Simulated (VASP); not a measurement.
# Zr2N (P4_2/mnm) in VASP: a series of runs, part 2 of 2

VASP 6.6.1. The steps go on from the part before.

## 3. Single point, PBEsol (15.26 Å³/atom)

This run uses another cell than the first one, of 15.26 Å³/atom.

Input file INCAR:

```
ALGO     = Normal         # electronic algorithm
EDIFF    = 1E-6           # SCF threshold, eV
ENCUT    = 520            # plane-wave cutoff, eV
GGA      = PS             # functional
ISIF     = 2              # what is computed and relaxed
ISMEAR   = 0              # smearing method
LASPH    = True           # aspherical terms in the spheres
LCHARG   = False          # write CHGCAR
LREAL    = False          # projectors in reciprocal space
LWAVE    = False          # write WAVECAR
NBANDS   = 38             # bands
NELM     = 80             # most SCF steps
PREC     = Accurate       # precision mode
SIGMA    = 0.1            # smearing width, eV
```

Input file KPOINTS:

```
k-points
0
Gamma
  8 8 10
```

Input file POSCAR:

```
Zr2N
1.0
    5.3130381318      0.0000000000      0.0000000000
    0.0000000000      5.3130381318      0.0000000000
    0.0000000000      0.0000000000      3.2429354666
Zr N
4 2
Direct
    0.2956062211      0.2956062211      0.0000000000
    0.7043937789      0.7043937789      0.0000000000
    0.7956062211      0.2043937789      0.5000000000
    0.2043937789      0.7956062211      0.5000000000
    0.0000000000      0.0000000000      0.0000000000
    0.5000000000      0.5000000000      0.5000000000
```

Potentials or basis: VASP PAW PBE potentials, release 64 (Zr_sv, N).

Command:

```sh
cat potpaw_PBE.64/Zr_sv/POTCAR potpaw_PBE.64/N/POTCAR > POTCAR
mpirun -np 1 vasp_std > vasp.out
```

OUTCAR:

```text
EDIFF = 1E-6
   ENCUT = 520
   GGA = PS
   ISIF = 2
   ISMEAR = 0
   LASPH = True
   LREAL = False
   NELM = 80
   PREC = Accurate

 ion  position               nearest neighbor table
   1  0.296  0.296  0.000-   5 2.22   6 2.23   6 2.23   2 3.07   4 3.15   3 3.15   4 3.15   3 3.15
                             4 3.15   4 3.15   3 3.15   3 3.15   2 3.82   2 3.82
   2  0.704  0.704  0.000-   5 2.22   6 2.23   6 2.23   1 3.07   4 3.15   3 3.15   4 3.15   3 3.15
[... 1201 lines left out ...]
  -------------------------------------------------------------------------------------
  Total        3.5905416      3.5905416      3.6029451      0.0000000      0.0000000      0.0000000
  in kB       62.8414746     62.8414746     63.0585602      0.0000000      0.0000000      0.0000000
  external PRESSURE =      62.9138365 kB  Pullay stress =       0.0000000 kB

 VOLUME and BASIS-vectors are now :
 -----------------------------------------------------------------------------
  energy-cutoff  :      520.00
  volume of cell :       91.54
      direct lattice vectors                 reciprocal lattice vectors
     5.313038132  0.000000000  0.000000000     0.188216229  0.000000000  0.000000000
     0.000000000  5.313038132  0.000000000     0.000000000  0.188216229  0.000000000
     0.000000000  0.000000000  3.242935467     0.000000000  0.000000000  0.308362596

 POSITION                                       TOTAL-FORCE (eV/Angst)
 -----------------------------------------------------------------------------------
      1.57057      1.57057      0.00000        -0.003996     -0.003996      0.000000
      3.74247      3.74247      0.00000         0.003996      0.003996      0.000000
      4.22709      1.08595      1.62147        -0.003996      0.003996      0.000000
      1.08595      4.22709      1.62147         0.003996     -0.003996      0.000000
      0.00000      0.00000      0.00000         0.000000      0.000000      0.000000
      2.65652      2.65652      1.62147         0.000000      0.000000      0.000000
 -----------------------------------------------------------------------------------
    total drift:                                0.000000     -0.000000      0.000000

  FREE ENERGIE OF THE ION-ELECTRON SYSTEM (eV)
  ---------------------------------------------------
  free  energy   TOTEN  =       -61.7596858528 eV

  energy  without entropy=      -61.7462668868  energy(sigma->0) =      -61.75297637
```

It took 96 s on 1 thread of Intel Xeon 6975P-C (Granite Rapids), shared host; peak memory 0.35 GiB.

Results:

```yaml
Free_energy: -61.7597 eV
Pressure: 6.3 GPa
Largest_force: 0.006 eV/Å
Band_gap_on_the_k_mesh: zero (bands 29 and 30 overlap by 2.67 eV)
```

Forces on the atoms (eV/Å):
```
Zr  -0.004 -0.004  0.000
Zr   0.004  0.004  0.000
Zr  -0.004  0.004  0.000
Zr   0.004 -0.004  0.000
N    0.000  0.000  0.000
N    0.000  0.000  0.000
```

Levels at points of the mesh, in eV from the Fermi level:
```tsv
k point	band 26	band 27	band 28	band 29	band 30	band 31	band 32	band 33
(0.00, 0.00, 0.00)	-2.06	0.46	0.55	0.76	1.08	1.08	1.36	1.43
(0.50, 0.00, 0.00)	-2.03	-1.01	-1.01	1.52	1.52	1.57	1.57	1.84
(0.50, 0.50, 0.00)	-1.50	-1.14	-1.14	0.94	0.94	1.40	1.40	1.69
(0.00, 0.00, 0.50)	-1.16	-1.15	-1.15	-1.14	-1.14	2.01	2.01	3.23
(0.50, 0.00, 0.50)	-1.90	-0.85	-0.85	-0.76	-0.76	1.59	1.59	3.52
(0.50, 0.50, 0.50)	-1.60	-0.99	-0.99	-0.16	-0.16	1.27	1.27	2.80
```

Caveat: the cell stands under pressure; the PAW data sets were made with another functional, which shifts forces and pressure a little.

## 4. Single point, PBEsol (16.20 Å³/atom)

This run uses another cell than the first one, of 16.20 Å³/atom.

Input file INCAR:

```
SYSTEM = Zr2N
  PREC = Accurate
  ENCUT = 520
  EDIFF = 1E-6
  ISMEAR = 0
  SIGMA = 0.1
  LREAL = .FALSE.
  LASPH = .TRUE.
  NELM = 60
  ALGO = Normal
  ISIF = 2
  LWAVE = .FALSE.
  LCHARG = .FALSE.
  GGA = PS
  NBANDS = 38
```

Input file KPOINTS:

```
Automatic mesh
0
G
  8 8 10
  0 0 0
```

Input file POSCAR:

```
Zr2N
1.0
    5.4267749620      0.0000000000      0.0000000000
    0.0000000000      5.4267749620      0.0000000000
    0.0000000000      0.0000000000      3.3006998802
Zr N
4 2
Direct
    0.2969894426      0.2969894426      0.0000000000
    0.7030105574      0.7030105574      0.0000000000
    0.7969894426      0.2030105574      0.5000000000
    0.2030105574      0.7969894426      0.5000000000
    0.0000000000      0.0000000000      0.0000000000
    0.5000000000      0.5000000000      0.5000000000
```

Command:

```sh
cat potpaw_PBE.64/Zr_sv/POTCAR potpaw_PBE.64/N/POTCAR > POTCAR
mpirun -np 1 vasp_std > vasp.out
```

It took 1.8 min on 1 thread of Intel Xeon 6975P-C (Granite Rapids), shared host; peak memory 0.37 GiB.

It converged, with:

```
Free energy            : -61.7763 eV
Pressure               : -5.0 GPa
Largest force          : 0.006 eV/Å
Band gap on the k mesh : zero (bands 29 and 30 overlap by 2.51 eV)
```

Forces on the atoms (eV/Å):
```
Zr  -0.004 -0.004  0.000
Zr   0.004  0.004  0.000
Zr  -0.004  0.004  0.000
Zr   0.004 -0.004  0.000
N    0.000  0.000  0.000
N    0.000  0.000  0.000
```

Levels at points of the mesh, in eV from the Fermi level:
| k point | band 27 | band 28 | band 29 | band 30 | band 31 | band 32 |
| --- | --- | --- | --- | --- | --- | --- |
| (0.00, 0.00, 0.00) | 0.29 | 0.58 | 0.79 | 1.02 | 1.02 | 1.22 |
| (0.50, 0.00, 0.00) | -0.94 | -0.94 | 1.42 | 1.42 | 1.52 | 1.52 |
| (0.50, 0.50, 0.00) | -1.06 | -1.06 | 0.97 | 0.97 | 1.33 | 1.33 |
| (0.00, 0.00, 0.50) | -1.12 | -1.12 | -1.10 | -1.10 | 1.93 | 1.93 |
| (0.50, 0.00, 0.50) | -0.87 | -0.87 | -0.73 | -0.73 | 1.51 | 1.51 |
| (0.50, 0.50, 0.50) | -0.87 | -0.87 | -0.28 | -0.28 | 1.11 | 1.11 |

Caveat: the cell stands under tension; the PAW data sets were made with another functional, which shifts forces and pressure a little.

## 5. Single point, PBEsol (16.67 Å³/atom)

This run uses another cell than the first one, of 16.67 Å³/atom.

Input file INCAR:

```
SYSTEM = Zr2N
ALGO = Normal
EDIFF = 1E-7
ENCUT = 520
GGA = PS
ISIF = 2
ISMEAR = 0
LASPH = .True.
LCHARG = .True.
LELF = .True.
LREAL = .False.
LVHAR = .True.
LWAVE = .False.
NBANDS = 38
NELM = 100
PREC = Accurate
SIGMA = 0.1
```

Input file KPOINTS:

```
k-points
0
Gamma
  8 8 10
  0 0 0
```

Input file POSCAR:

```
Zr2N
1.0
    5.4834589292      0.0000000000      0.0000000000
    0.0000000000      5.4834589292      0.0000000000
    0.0000000000      0.0000000000      3.3269717500
Zr N
4 2
Direct
    0.2978651595      0.2978651595      0.0000000000
    0.7021348405      0.7021348405      0.0000000000
    0.7978651595      0.2021348405      0.5000000000
    0.2021348405      0.7978651595      0.5000000000
    0.0000000000      0.0000000000      0.0000000000
    0.5000000000      0.5000000000      0.5000000000
```

Command:

```sh
cat potpaw_PBE.64/Zr_sv/POTCAR potpaw_PBE.64/N/POTCAR > POTCAR
mpirun -np 1 vasp_std > vasp.out
```

Run time: 2.7 min. Hardware: 1 thread of Intel Xeon 6975P-C (Granite Rapids), shared host; peak memory 0.39 GiB.

It converged, with:

- Free energy: -61.6492 eV
- Pressure: -9.5 GPa
- Largest force: 0.006 eV/Å
- Band gap on the k mesh: zero (bands 29 and 30 overlap by 2.44 eV)

Forces in eV/Å, atoms in the order of the input:
```
Zr  -0.005 -0.005  0.000
Zr   0.005  0.005  0.000
Zr  -0.005  0.005  0.000
Zr   0.005 -0.005  0.000
N    0.000  0.000  0.000
N    0.000  0.000  0.000
```

Levels at points of the mesh, in eV from the Fermi level:
| k point | band 26 | band 27 | band 28 | band 29 | band 30 | band 31 | band 32 | band 33 |
| --- | --- | --- | --- | --- | --- | --- | --- | --- |
| (0.00, 0.00, 0.00) | -1.85 | 0.21 | 0.59 | 0.81 | 0.99 | 0.99 | 1.14 | 1.38 |
| (0.50, 0.00, 0.00) | -1.92 | -0.91 | -0.91 | 1.37 | 1.37 | 1.50 | 1.50 | 1.64 |
| (0.50, 0.50, 0.00) | -1.41 | -1.03 | -1.03 | 0.99 | 0.99 | 1.30 | 1.30 | 1.58 |
| (0.00, 0.00, 0.50) | -1.11 | -1.10 | -1.10 | -1.07 | -1.07 | 1.89 | 1.89 | 2.99 |
| (0.50, 0.00, 0.50) | -1.68 | -0.87 | -0.87 | -0.72 | -0.72 | 1.47 | 1.47 | 3.22 |
| (0.50, 0.50, 0.50) | -1.36 | -0.81 | -0.81 | -0.32 | -0.32 | 1.03 | 1.03 | 2.48 |

Caveat: the cell stands under tension; the PAW data sets were made with another functional, which shifts forces and pressure a little.

## 6. Summary

| cell | gap on the mesh (eV) | pressure (GPa) | largest force (eV/Å) |
| --- | --- | --- | --- |
| a = 5.255, b = 5.255, c = 3.212 Å, 6 atoms, atomic positions A | none | 13.4 | - |
| a = 5.313, b = 5.313, c = 3.243 Å, 6 atoms, atomic positions B | none | 6.3 | 0.01 |
| a = 5.427, b = 5.427, c = 3.301 Å, 6 atoms, atomic positions C | none | -5.0 | 0.01 |
| a = 5.483, b = 5.483, c = 3.327 Å, 6 atoms, atomic positions D | none | -9.5 | 0.01 |

Alike in all rows: task single point; level PBEsol; potentials or basis VASP PAW PBE potentials, release 64 (Zr_sv, N); no spin polarisation; k mesh 8 × 8 × 10; cutoff (eV) 520; smearing gaussian 0.1 eV.

Caveats: the PAW data sets were made with another functional, which shifts forces and pressure a little; the cell stands under pressure (at least some runs); the cell stands under tension (at least some runs).

Total energies depend on the potentials used, so only differences within one code and one set of settings carry meaning.
